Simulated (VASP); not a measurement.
# C (P6/mmm) in VASP: further runs

C is run at these levels: r2SCAN; tasks: single point.

All numbers are computed with VASP 6.6.1; they aren't measurements. Logs are shortened: lines on timing, memory, paths and dates and some standing lists are left out, and cuts for length are marked.

### Step 1. The cell of the first run

The structure is hexagonal, space group P6/mmm (No. 191). Conventional cell: a = 2.593 Å, b = 2.593 Å, c = 7.649 Å, α = 90.00°, β = 90.00°, γ = 120.00°. C (site symmetry -6m2) has 3 C at 1.50 Å within 2.0 Å.

### Step 2. Single point, r2SCAN

POSCAR

```
C
1.0
    2.5928982582      0.0000000000      0.0000000000
   -1.2964491291      2.2455157610      0.0000000000
    0.0000000000      0.0000000000      7.6485546243
C
2
Direct
    0.3333333333      0.6666666667      0.0000000000
    0.6666666667      0.3333333333      0.0000000000
```

INCAR.step1

```
ALGO     = Normal         # electronic algorithm
EDIFF    = 1E-4           # SCF threshold, eV
ENCUT    = 520            # plane-wave cutoff, eV
GGA      = PE             # functional
ISMEAR   = 0              # smearing method
LASPH    = T              # aspherical terms in the spheres
LCHARG   = F              # write CHGCAR
LREAL    = F              # projectors in reciprocal space
LWAVE    = T              # write WAVECAR
NBANDS   = 11             # bands
NELM     = 100            # most SCF steps
PREC     = Accurate       # precision mode
SIGMA    = 0.15           # smearing width, eV
```

INCAR.step2

```
ALGO     = Normal         # electronic algorithm
EDIFF    = 1E-7           # SCF threshold, eV
ENCUT    = 520            # plane-wave cutoff, eV
ISIF     = 2              # what is computed and relaxed
ISMEAR   = 0              # smearing method
ISTART   = 1            
LASPH    = T              # aspherical terms in the spheres
LCHARG   = F              # write CHGCAR
LMIXTAU  = T            
LREAL    = F              # projectors in reciprocal space
LWAVE    = F              # write WAVECAR
METAGGA  = R2SCAN         # meta-GGA
NBANDS   = 11             # bands
NELM     = 100            # most SCF steps
PREC     = Accurate       # precision mode
SIGMA    = 0.15           # smearing width, eV
```

KPOINTS

```
k-points
0
Gamma
  24 24 6
```

Potentials or basis: VASP PAW PBE potentials, release 64 (C).

The run is started by

```bash
$ cat potpaw_PBE.64/C/POTCAR > POTCAR
$ cp INCAR.step1 INCAR
$ mpirun -np 1 vasp_std > vasp.out
$ cp INCAR.step2 INCAR
$ mpirun -np 1 vasp_std > vasp.out
```

OUTCAR:

```text
EDIFF = 1E-7
   ENCUT = 520
   ISIF = 2
   ISMEAR = 0
   ISTART = 1
   LASPH = T
   LREAL = F
   METAGGA = R2SCAN
   NELM = 100
   PREC = Accurate

 ion  position               nearest neighbor table
   1  0.333  0.667  0.000-   2 1.50   2 1.50   2 1.50
   2  0.667  0.333  0.000-   1 1.50   1 1.50   1 1.50

  LATTYP: Found a hexagonal cell.
 ALAT       =     2.5928982582
 C/A-ratio  =     2.9498090024

  Lattice vectors:

 A1 = (   2.5928982582,   0.0000000000,   0.0000000000)
 A2 = (  -1.2964491291,   2.2455157610,   0.0000000000)
 A3 = (   0.0000000000,   0.0000000000,   7.6485546243)

Analysis of symmetry for initial positions (statically):
=====================================================================
 Subroutine PRICEL returns:
 Original cell was already a primitive cell.

 Routine SETGRP: Setting up the symmetry group for a
 hexagonal supercell.

 Subroutine GETGRP returns: Found 24 space group operations
 (whereof 24 operations were pure point group operations)
 out of a pool of 24 trial point group operations.

The static configuration has the point symmetry D_6h.

Analysis of symmetry for dynamics (positions and initial velocities):
=====================================================================
 Subroutine PRICEL returns:
 Original cell was already a primitive cell.

 Routine SETGRP: Setting up the symmetry group for a
 hexagonal supercell.

 Subroutine GETGRP returns: Found 24 space group operations
 (whereof 24 operations were pure point group operations)
 out of a pool of 24 trial point group operations.

The dynamic configuration has the point symmetry D_6h.

 Subroutine INISYM returns: Found 24 space group operations
 (whereof 24 operations are pure point group operations),
 and found     1 'primitive' translations

----------------------------------------------------------------------------------------

                                     Primitive cell

  volume of cell :      44.5329

  direct lattice vectors                    reciprocal lattice vectors
     2.592898258  0.000000000  0.000000000     0.385668816  0.222665994  0.000000000
    -1.296449129  2.245515761  0.000000000     0.000000000  0.445331989  0.000000000
     0.000000000  0.000000000  7.648554624     0.000000000  0.000000000  0.130743657

  length of vectors
     2.592898258  2.592898258  7.648554624     0.445331989  0.445331989  0.130743657

  position of ions in fractional coordinates (direct lattice)
     0.333333333  0.666666667  0.000000000
     0.666666667  0.333333333  0.000000000

  ion indices of the primitive-cell ions
   primitive index   ion index
                 1           1
                 2           2

----------------------------------------------------------------------------------------

 KPOINTS: k-points

Automatic generation of k-mesh.
 Grid dimensions read from file:
 generate k-points for:   24   24    6

 Generating k-lattice:

  Cartesian coordinates                     Fractional coordinates (reciprocal lattice)
     0.016069534  0.009277750  0.000000000     0.041666667  0.000000000  0.000000000
     0.000000000  0.018555500  0.000000000     0.000000000  0.041666667  0.000000000
     0.000000000  0.000000000  0.021790609     0.000000000  0.000000000  0.166666667

  Length of vectors
     0.018555500  0.018555500  0.021790609

  Shift w.r.t. Gamma in fractional coordinates (k-lattice)
     0.000000000  0.000000000  0.000000000

 Subroutine IBZKPT returns following result:
 ===========================================

 Found    244 irreducible k-points:

 Following reciprocal coordinates:
            Coordinates               Weight
  0.000000  0.000000  0.000000      1.000000
  0.041667  0.000000  0.000000      6.000000
  0.083333 -0.000000  0.000000      6.000000
  0.125000 -0.000000  0.000000      6.000000
  0.166667 -0.000000  0.000000      6.000000
  0.208333 -0.000000  0.000000      6.000000
[... 16 lines left out ...]
  0.416667  0.041667  0.000000     12.000000
  0.458333  0.041667  0.000000     12.000000
 [... further k-points ...]
   k-points           NKPTS =    244   k-points in BZ     NKDIM =    244   number of bands    NBANDS=     11
   number of dos      NEDOS =    301   number of ions     NIONS =      2
   total plane-waves  NPLWV =  24000
   dimension x,y,z NGX =    20 NGY =   20 NGZ =   60
   dimension x,y,z NGXF=    40 NGYF=   40 NGZF=  120
   ions per type =               2
   NGX,Y,Z   is equivalent  to a cutoff of  12.82, 12.82, 13.04 a.u.
   NGXF,Y,Z  is equivalent  to a cutoff of  25.65, 25.65, 26.08 a.u.
 SYSTEM =  unknown system
   PREC   = accura    normal or accurate (medium, high low for compatibility)
   ISTART =      1    job   : 0-new  1-cont  2-samecut
   ICHARG =      0    charge: 1-file 2-atom 10-const
   ISPIN  =      1    spin polarized calculation?
   LNONCOLLINEAR =      F non collinear calculations
   LSORBIT =      F    spin-orbit coupling
   LASPH  =      T    aspherical Exc in radial PAW
   ENCUT  =  520.0 eV  38.22 Ry    6.18 a.u.   4.82  4.82 14.22*2*pi/ulx,y,z
   NELM   =    100;   NELMIN=  2; NELMDL=  0     # of ELM steps
   EDIFF  = 0.1E-06   stopping-criterion for ELM
   LREAL  =      F    real-space projection
   EDIFFG = 0.1E-05   stopping-criterion for IOM
   NSW    =      0    number of steps for IOM
   IBRION =     -1    ionic relax: 0-MD 1-quasi-New 2-CG
   NFREE  =      0    steps in history (QN), initial steepest desc. (CG)
   ISIF   =      2    stress and relaxation
   ISYM   =      2    0-nonsym 1-usesym 2-fastsym
   POTIM  = 0.5000    time-step for ionic-motion
   TEBEG  =    0.0;   TEEND  =   0.0 temperature during run
   PSTRESS=    0.0 pullay stress
   NELECT =       8.0000    total number of electrons
   NUPDOWN=      -1.0000    fix difference up-down
   EMIN   =  10.00;   EMAX   =-10.00  energy-range for DOS
   EFERMI =   0.00;   METHOD = LEGACY
   ISMEAR =     0;   SIGMA  =   0.15  broadening in eV -4-tet -1-fermi 0-gaus
   EFERMI_NEDOS =   21; number of points for ismear=-14 and -15
   IALGO  =     38    algorithm
   IMIX   =      4    mixing-type and parameters
     AMIX     =   0.40;   BMIX     =  1.00
     AMIX_MAG =   1.60;   BMIX_MAG =  1.00
  volume/ion in A,a.u.               =      22.27       150.26
  Fermi-wavevector in a.u.,A,eV,Ry     =   0.923729  1.745594 11.609511  0.853275
  Thomas-Fermi vector in A             =   2.049397
   LORBIT       =      0    0 simple, 1 ext, 2 COOP (PROOUT), +10 PAW based schemes
   METAGGA = R2SCAN    functional components
   LHFCALC =     F    Hartree Fock is set to
   AEXX    =    0.0000 exact exchange contribution
   IVDW    =     0    specifies the selected vdW correction
   LEPSILON=     F    determine dielectric tensor
   LRPA    =     F    only Hartree local field effects (RPA)
 non-spin polarized calculation
 Gauss-broadening in eV      SIGMA  =   0.15
  energy-cutoff  :      520.00
  volume of cell :       44.53
 maximum number of plane-waves:      1223
 NGX is ok and might be reduce to    20
   NGX =  9   NGY =  9   NGZ = 29

 number of electron       8.0000000 magnetization

 Free energy of the ion-electron system (eV)
  ---------------------------------------------------
  ext. energy  EPLUGINS =         0.00000000
  ---------------------------------------------------
  free energy    TOTEN  =       -19.47532634 eV

  energy without entropy =      -19.47473864  energy(sigma->0) =      -19.47503249

 E-fermi :  -0.9866     XC(G=0):  -5.4820

 val. band max:       -0.9867069102   @ k =   0.3333   0.3333   0.3333
 cond. band min:      -0.9864571188   @ k =   0.3333   0.3333   0.1667
 fundamental gap:      0.0002497914
 Fermi energy:        -0.9865834430

 k-point     1 :       0.0000    0.0000    0.0000
  band No.  band energies     occupation
      1     -20.5214      2.00000
      2      -8.0452      2.00000
      3      -4.2353      2.00000
      4      -4.2353      2.00000
      5       2.7723      0.00000
      6       6.0168      0.00000
      7       6.7153      0.00000
      8       6.7153      0.00000
      9       7.9397      0.00000
     10       8.6140      0.00000
     11       9.5378      0.00000

 k-point     2 :       0.0417    0.0000    0.0000
  band No.  band energies     occupation
      1     -20.4818      2.00000
      2      -7.9995      2.00000
      3      -4.4112      2.00000
      4      -4.3160      2.00000
      5       2.8235      0.00000
      6       6.0653      0.00000
      7       6.7335      0.00000
      8       6.8785      0.00000
      9       7.9909      0.00000
     10       8.7121      0.00000
     11       9.4101      0.00000

 k-point     3 :       0.0833   -0.0000    0.0000
  band No.  band energies     occupation
      1     -20.3632      2.00000
      2      -7.8626      2.00000
      3      -4.9082      2.00000
      4      -4.5420      2.00000
      5       2.9770      0.00000
      6       6.2106      0.00000
      7       6.7354      0.00000
      8       7.3503      0.00000
      9       8.1431      0.00000
     10       9.0362      0.00000
     11       9.0378      0.00000

 k-point     4 :       0.1250   -0.0000    0.0000
  band No.  band energies     occupation
      1     -20.1657      2.00000
      2      -7.6354      2.00000
      3      -5.6533      2.00000
      4      -4.8738      2.00000
      5       3.2329      0.00000
      6       6.4513      0.00000
      7       6.6505      0.00000
      8       8.0875      0.00000
      9       8.3933      0.00000
     10       8.4471      0.00000
     11       9.6135      0.00000
[... 239 lines left out ...]
 k-point    22 :       0.3750    0.0417    0.0000
  band No.  band energies     occupation
      1     -17.0463      2.00000
      2     -12.3102      2.00000
      3      -7.2403      2.00000
      4      -4.2470      2.00000
      5       2.1404      0.00000
      6       5.5358      0.00000
      7       7.4138      0.00000
      8      10.2667      0.00000
      9      12.3484      0.00000
     10      13.0358      0.00000
     11      14.8806      0.00000

 k-point    23 :       0.4167    0.0417    0.0000
  band No.  band energies     occupation
      1     -16.3659      2.00000
      2     -13.2256      2.00000
      3      -7.3910      2.00000
      4      -3.6377      2.00000
      5       1.3114      0.00000
      6       5.4364      0.00000
      7       8.4210      0.00000
      8      11.0934      0.00000
      9      11.9093      0.00000
     10      13.2738      0.00000
     11      14.1130      0.00000

 k-point    24 :       0.4583    0.0417    0.0000
  band No.  band energies     occupation
      1     -15.7906      2.00000
      2     -13.9199      2.00000
      3      -7.4672      2.00000
      4      -3.2297      2.00000
      5       0.7911      0.00000
      6       5.3857      0.00000
      7       9.5178      0.00000
      8      10.6967      0.00000
      9      11.8274      0.00000
     10      13.4049      0.00000
     11      14.1877      0.00000

 [... further k-points ...]
[... 5 lines left out ...]
  --------------------------------------------------------------------------------------
  -------------------------------------------------------------------------------------
  Total       -6.6133488     -6.6133488     -0.0107016      0.0000000     -0.0000000      0.0000000
  in kB     -237.9310134   -237.9310134     -0.3850147      0.0000000     -0.0000000      0.0000000
  external PRESSURE =    -158.7490138 kB  Pullay stress =       0.0000000 kB

 VOLUME and BASIS-vectors are now :
 -----------------------------------------------------------------------------
  energy-cutoff  :      520.00
  volume of cell :       44.53
      direct lattice vectors                 reciprocal lattice vectors
     2.592898258  0.000000000  0.000000000     0.385668816  0.222665994  0.000000000
    -1.296449129  2.245515761  0.000000000     0.000000000  0.445331989  0.000000000
     0.000000000  0.000000000  7.648554624     0.000000000  0.000000000  0.130743657

 POSITION                                       TOTAL-FORCE (eV/Angst)
 -----------------------------------------------------------------------------------
     -0.00000      1.49701      0.00000         0.000000      0.000000      0.000000
      1.29645      0.74851      0.00000        -0.000000     -0.000000     -0.000000
 -----------------------------------------------------------------------------------
    total drift:                                0.000000     -0.000000     -0.000000

  FREE ENERGIE OF THE ION-ELECTRON SYSTEM (eV)
  ---------------------------------------------------
  free  energy   TOTEN  =       -19.4753263397 eV

  energy  without entropy=      -19.4747386430  energy(sigma->0) =      -19.47503249
```

Run time: 5.3 min. Hardware: 1 thread of Intel Xeon Platinum 8375C at 2.90GHz (Ice Lake), shared host; peak memory 0.22 GiB.

Results:

* Free energy: -19.4753 eV
* Pressure: -15.9 GPa
* Band gap on the k mesh: zero (filled and empty bands touch)

Levels at points of the mesh, in eV from the Fermi level:
```tsv
k point	band 1	band 2	band 3	band 4	band 5	band 6	band 7	band 8
(0.00, 0.00, 0.00)	-19.53	-7.06	-3.25	-3.25	3.76	7.00	7.70	7.70
(0.50, 0.00, 0.00)	-14.72	-13.07	-6.35	-2.22	1.72	6.18	11.01	11.10
(0.00, 0.00, 0.50)	-19.53	-7.06	-3.25	-3.25	4.65	4.97	7.70	7.70
(0.50, 0.00, 0.50)	-14.72	-13.07	-6.35	-2.22	1.72	6.18	11.67	11.98
```

Caveat: the stress differs along the axes, from -24 to -0 GPa; the PAW data sets were made with another functional, which shifts forces and pressure a little.

[end of part 1 of 2]
